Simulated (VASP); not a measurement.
# Sc3H2 (P-3m1) in VASP: a series of runs

Runs on Sc3H2. Level: PBE. Tasks: single point, relaxation of cell and atoms.

Everything below comes from runs of VASP 6.6.1. Logs are shortened: lines on timing, memory, paths and dates and some standing lists are left out, and cuts for length are marked.

**1. The cell of the first run**

Symmetry: P-3m1, No. 164, trigonal system. Conventional cell: a = 3.705 Å, b = 3.705 Å, c = 5.764 Å, α = 90.00°, β = 90.00°, γ = 120.00°. Within 3.4 Å of Sc (site symmetry -3m) lie 6 H at 2.56 Å and 6 Sc at 2.96 Å. Sc (site symmetry 3m) has 4 H at 2.23 to 2.31 Å and 6 Sc at 2.71 to 2.96 Å within 3.0 Å. H (site symmetry 3m) has 7 Sc at 2.23 to 2.56 Å within 3.0 Å.

**2. Single point, PBE**

File INCAR:

```
ALGO = Normal
EDIFF = 1E-6
ENCUT = 520
GGA = PE
ISIF = 2
ISMEAR = 0
LASPH = True
LCHARG = False
LREAL = False
LWAVE = False
NBANDS = 26
NELM = 80
PREC = Accurate
SIGMA = 0.1
```

File KPOINTS:

```
k-points
0
Gamma
  6 6 4
```

File POSCAR:

```
Sc3H2
1.0
    3.7046433432      0.0000000000      0.0000000000
   -1.8523216716      3.2083152472      0.0000000000
    0.0000000000      0.0000000000      5.7638232726
Sc H
3 2
Direct
    0.0000000000      0.0000000000      0.0000000000
    0.3333333333      0.6666666667      0.6450000000
    0.6666666667      0.3333333333      0.3550000000
    0.3333333333      0.6666666667      0.2450000000
    0.6666666667      0.3333333333      0.7550000000
```

Potentials or basis: VASP PAW PBE potentials, release 64 (Sc_sv, H).

Run with:

```console
cat potpaw_PBE.64/Sc_sv/POTCAR potpaw_PBE.64/H/POTCAR > POTCAR
mpirun -np 1 vasp_std > vasp.out
```

OUTCAR:

```text
EDIFF = 1E-6
   ENCUT = 520
   GGA = PE
   ISIF = 2
   ISMEAR = 0
   LASPH = True
   LREAL = False
   NELM = 80
   PREC = Accurate

 ion  position               nearest neighbor table
   1  0.000  0.000  0.000-   2 2.96   3 2.96   3 2.96   2 2.96   3 2.96   2 2.96
   2  0.333  0.667  0.645-   3 2.71   3 2.71   3 2.71   1 2.96   1 2.96   1 2.96
   3  0.667  0.333  0.355-   2 2.71   2 2.71   2 2.71   1 2.96   1 2.96   1 2.96
   4  0.333  0.667  0.245-
   5  0.667  0.333  0.755-

  LATTYP: Found a hexagonal cell.
 ALAT       =     3.7046433432
 C/A-ratio  =     1.5558375635

  Lattice vectors:

 A1 = (   3.7046433432,   0.0000000000,   0.0000000000)
 A2 = (  -1.8523216716,   3.2083152472,   0.0000000000)
 A3 = (   0.0000000000,   0.0000000000,   5.7638232726)

Analysis of symmetry for initial positions (statically):
=====================================================================
 Subroutine PRICEL returns:
 Original cell was already a primitive cell.

 Routine SETGRP: Setting up the symmetry group for a
 hexagonal supercell.

 Subroutine GETGRP returns: Found 12 space group operations
 (whereof 12 operations were pure point group operations)
 out of a pool of 24 trial point group operations.

The static configuration has the point symmetry D_3d.

Analysis of symmetry for dynamics (positions and initial velocities):
=====================================================================
 Subroutine PRICEL returns:
 Original cell was already a primitive cell.

 Routine SETGRP: Setting up the symmetry group for a
 hexagonal supercell.

 Subroutine GETGRP returns: Found 12 space group operations
 (whereof 12 operations were pure point group operations)
 out of a pool of 24 trial point group operations.

The dynamic configuration has the point symmetry D_3d.

 Subroutine INISYM returns: Found 12 space group operations
 (whereof 12 operations are pure point group operations),
 and found     1 'primitive' translations

----------------------------------------------------------------------------------------

                                     Primitive cell

  volume of cell :      68.5069

  direct lattice vectors                    reciprocal lattice vectors
     3.704643343  0.000000000  0.000000000     0.269931518  0.155845034  0.000000000
    -1.852321672  3.208315247  0.000000000     0.000000000  0.311690069  0.000000000
     0.000000000  0.000000000  5.763823273     0.000000000  0.000000000  0.173495951

  length of vectors
     3.704643343  3.704643343  5.763823273     0.311690069  0.311690069  0.173495951

  position of ions in fractional coordinates (direct lattice)
     0.000000000  0.000000000  0.000000000
     0.333333333  0.666666667  0.645000000
     0.666666667  0.333333333  0.355000000
     0.333333333  0.666666667  0.245000000
     0.666666667  0.333333333  0.755000000

  ion indices of the primitive-cell ions
   primitive index   ion index
                 1           1
                 2           2
                 3           3
                 4           4
                 5           5

----------------------------------------------------------------------------------------

 KPOINTS: k-points

Automatic generation of k-mesh.
 Grid dimensions read from file:
 generate k-points for:    6    6    4

 Generating k-lattice:

  Cartesian coordinates                     Fractional coordinates (reciprocal lattice)
     0.044988586  0.025974172  0.000000000     0.166666667  0.000000000  0.000000000
     0.000000000  0.051948345  0.000000000     0.000000000  0.166666667  0.000000000
     0.000000000  0.000000000  0.043373988     0.000000000  0.000000000  0.250000000

  Length of vectors
     0.051948345  0.051948345  0.043373988

  Shift w.r.t. Gamma in fractional coordinates (k-lattice)
     0.000000000  0.000000000  0.000000000

 Subroutine IBZKPT returns following result:
 ===========================================

 Found     24 irreducible k-points:

 Following reciprocal coordinates:
            Coordinates               Weight
  0.000000  0.000000  0.000000      1.000000
  0.166667  0.000000  0.000000      6.000000
  0.333333  0.000000  0.000000      6.000000
  0.500000  0.000000  0.000000      3.000000
  0.166667  0.166667  0.000000      6.000000
  0.333333  0.166667  0.000000     12.000000
[... 16 lines left out ...]
  0.333333  0.166667  0.500000     12.000000
  0.333333  0.333333  0.500000      2.000000
   k-points           NKPTS =     24   k-points in BZ     NKDIM =     24   number of bands    NBANDS=     26
   number of dos      NEDOS =    301   number of ions     NIONS =      5
   total plane-waves  NPLWV =  37632
   dimension x,y,z NGX =    28 NGY =   28 NGZ =   48
   dimension x,y,z NGXF=    56 NGYF=   56 NGZF=   96
   ions per type =               3   2
   NGX,Y,Z   is equivalent  to a cutoff of  12.57, 12.57, 13.84 a.u.
   NGXF,Y,Z  is equivalent  to a cutoff of  25.13, 25.13, 27.69 a.u.
 SYSTEM =  unknown system
   PREC   = accura    normal or accurate (medium, high low for compatibility)
   ISTART =      0    job   : 0-new  1-cont  2-samecut
   ICHARG =      2    charge: 1-file 2-atom 10-const
   ISPIN  =      1    spin polarized calculation?
   LNONCOLLINEAR =      F non collinear calculations
   LSORBIT =      F    spin-orbit coupling
   LASPH  =      T    aspherical Exc in radial PAW
   ENCUT  =  520.0 eV  38.22 Ry    6.18 a.u.   6.89  6.89 10.72*2*pi/ulx,y,z
   NELM   =     80;   NELMIN=  2; NELMDL= -5     # of ELM steps
   EDIFF  = 0.1E-05   stopping-criterion for ELM
   LREAL  =      F    real-space projection
   EDIFFG = 0.1E-04   stopping-criterion for IOM
   NSW    =      0    number of steps for IOM
   IBRION =     -1    ionic relax: 0-MD 1-quasi-New 2-CG
   NFREE  =      0    steps in history (QN), initial steepest desc. (CG)
   ISIF   =      2    stress and relaxation
   ISYM   =      2    0-nonsym 1-usesym 2-fastsym
   POTIM  = 0.5000    time-step for ionic-motion
   TEBEG  =    0.0;   TEEND  =   0.0 temperature during run
   PSTRESS=    0.0 pullay stress
   NELECT =      35.0000    total number of electrons
   NUPDOWN=      -1.0000    fix difference up-down
   EMIN   =  10.00;   EMAX   =-10.00  energy-range for DOS
   EFERMI =   0.00;   METHOD = LEGACY
   ISMEAR =     0;   SIGMA  =   0.10  broadening in eV -4-tet -1-fermi 0-gaus
   EFERMI_NEDOS =   21; number of points for ismear=-14 and -15
   IALGO  =     38    algorithm
   IMIX   =      4    mixing-type and parameters
     AMIX     =   0.40;   BMIX     =  1.00
     AMIX_MAG =   1.60;   BMIX_MAG =  1.00
  volume/ion in A,a.u.               =      13.70        92.46
  Fermi-wavevector in a.u.,A,eV,Ry     =   1.308738  2.473157 23.304004  1.712796
  Thomas-Fermi vector in A             =   2.439385
   LORBIT       =      0    0 simple, 1 ext, 2 COOP (PROOUT), +10 PAW based schemes
   GGA     = PE    functional components
   LHFCALC =     F    Hartree Fock is set to
   AEXX    =    0.0000 exact exchange contribution
   IVDW    =     0    specifies the selected vdW correction
   LEPSILON=     F    determine dielectric tensor
   LRPA    =     F    only Hartree local field effects (RPA)
 non-spin polarized calculation
 Gauss-broadening in eV      SIGMA  =   0.10
  energy-cutoff  :      520.00
  volume of cell :       68.51
 maximum number of plane-waves:      1875
   NGX = 13   NGY = 13   NGZ = 21

 number of electron      35.0000002 magnetization

 Free energy of the ion-electron system (eV)
  ---------------------------------------------------
  ext. energy  EPLUGINS =         0.00000000
  ---------------------------------------------------
  free energy    TOTEN  =       -24.50772130 eV

  energy without entropy =      -24.47975727  energy(sigma->0) =      -24.49373928

 E-fermi :   4.7525     XC(G=0): -10.5320

 val. band max:        4.7182764921   @ k =   0.3333   0.1667   0.0000
 cond. band min:       4.7979484161   @ k =   0.3333   0.0000   0.2500
 fundamental gap:      0.0796719240
 Fermi energy:         4.7524623332

 k-point     1 :       0.0000    0.0000    0.0000
  band No.  band energies     occupation
      1     -44.6362      2.00000
      2     -44.3981      2.00000
      3     -44.1726      2.00000
      4     -23.3924      2.00000
      5     -23.3230      2.00000
      6     -23.2771      2.00000
[... 18 lines left out ...]
     25       7.8106      0.00000
     26       8.5064      0.00000

 k-point     2 :       0.1667    0.0000    0.0000
  band No.  band energies     occupation
      1     -44.6288      2.00000
      2     -44.3868      2.00000
      3     -44.1850      2.00000
      4     -23.4500      2.00000
      5     -23.4261      2.00000
      6     -23.3100      2.00000
[... 18 lines left out ...]
     25       8.0455      0.00000
     26       8.6796      0.00000

 k-point     3 :       0.3333    0.0000    0.0000
  band No.  band energies     occupation
      1     -44.6148      2.00000
      2     -44.3551      2.00000
      3     -44.2179      2.00000
      4     -23.5087      2.00000
      5     -23.4879      2.00000
      6     -23.3641      2.00000
[... 18 lines left out ...]
     25       7.7802      0.00000
     26       8.2232      0.00000

 k-point     4 :       0.5000    0.0000    0.0000
  band No.  band energies     occupation
      1     -44.6083      2.00000
      2     -44.3284      2.00000
      3     -44.2448      2.00000
      4     -23.5406      2.00000
      5     -23.4005      2.00000
      6     -23.3979      2.00000
[... 18 lines left out ...]
     25       7.9166      0.00000
     26       7.9482      0.00000
[... 496 lines left out ...]
      1     -44.6149      2.00000
      2     -44.3728      2.00000
      3     -44.2033      2.00000
      4     -23.4506      2.00000
      5     -23.4138      2.00000
      6     -23.3611      2.00000
[... 18 lines left out ...]
     25       7.8177      0.00000
     26       8.1898      0.00000

 k-point    23 :       0.3333    0.1667    0.5000
  band No.  band energies     occupation
      1     -44.6083      2.00000
      2     -44.3279      2.00000
      3     -44.2452      2.00000
      4     -23.5522      2.00000
      5     -23.4584      2.00000
      6     -23.4384      2.00000
[... 18 lines left out ...]
     25       7.7389      0.00000
     26       8.1343      0.00000

 k-point    24 :       0.3333    0.3333    0.5000
  band No.  band energies     occupation
      1     -44.6058      2.00000
      2     -44.2862      2.00000
      3     -44.2862      2.00000
      4     -23.5359      2.00000
      5     -23.5359      2.00000
      6     -23.4979      2.00000
[... 18 lines left out ...]
     25       8.4493      0.00000
     26       8.5744      0.00000

------------------------ aborting loop because EDIFF is reached ----------------------------------------

  FORCE on cell =-STRESS in cart. coord.  units (eV):
  Direction    XX          YY          ZZ          XY          YZ          ZX
  --------------------------------------------------------------------------------------
  -------------------------------------------------------------------------------------
  Total        0.4114871      0.4114871      7.2380055      0.0000000     -0.0000000      0.0000000
  in kB        9.6234916      9.6234916    169.2760023      0.0000000     -0.0000000      0.0000000
  external PRESSURE =      62.8409951 kB  Pullay stress =       0.0000000 kB

 VOLUME and BASIS-vectors are now :
 -----------------------------------------------------------------------------
  energy-cutoff  :      520.00
  volume of cell :       68.51
      direct lattice vectors                 reciprocal lattice vectors
     3.704643343  0.000000000  0.000000000     0.269931518  0.155845034  0.000000000
    -1.852321672  3.208315247  0.000000000     0.000000000  0.311690069  0.000000000
     0.000000000  0.000000000  5.763823273     0.000000000  0.000000000  0.173495951

 POSITION                                       TOTAL-FORCE (eV/Angst)
 -----------------------------------------------------------------------------------
      0.00000      0.00000      0.00000         0.000000      0.000000      0.000000
     -0.00000      2.13888      3.71767        -0.000000      0.000000      0.779136
      1.85232      1.06944      2.04616         0.000000     -0.000000     -0.779136
     -0.00000      2.13888      1.41214         0.000000     -0.000000      0.227654
      1.85232      1.06944      4.35169         0.000000     -0.000000     -0.227654
 -----------------------------------------------------------------------------------
    total drift:                                0.000000      0.000000      0.000000

  FREE ENERGIE OF THE ION-ELECTRON SYSTEM (eV)
  ---------------------------------------------------
  free  energy   TOTEN  =       -24.5077212970 eV

  energy  without entropy=      -24.4797572702  energy(sigma->0) =      -24.49373928
```

It took 40 s on 1 thread of Oxide Virtual Turin-like, shared host; peak memory 0.16 GiB.

Results:

- Free energy: -24.5077 eV
- Pressure: 6.3 GPa
- Largest force: 0.779 eV/Å

Forces in eV/Å, atoms in the order of the input:
```
Sc   0.000  0.000  0.000
Sc   0.000  0.000  0.779
Sc   0.000  0.000 -0.779
H    0.000  0.000  0.228
H    0.000  0.000 -0.228
```

(Continued in part 2 of 3.)
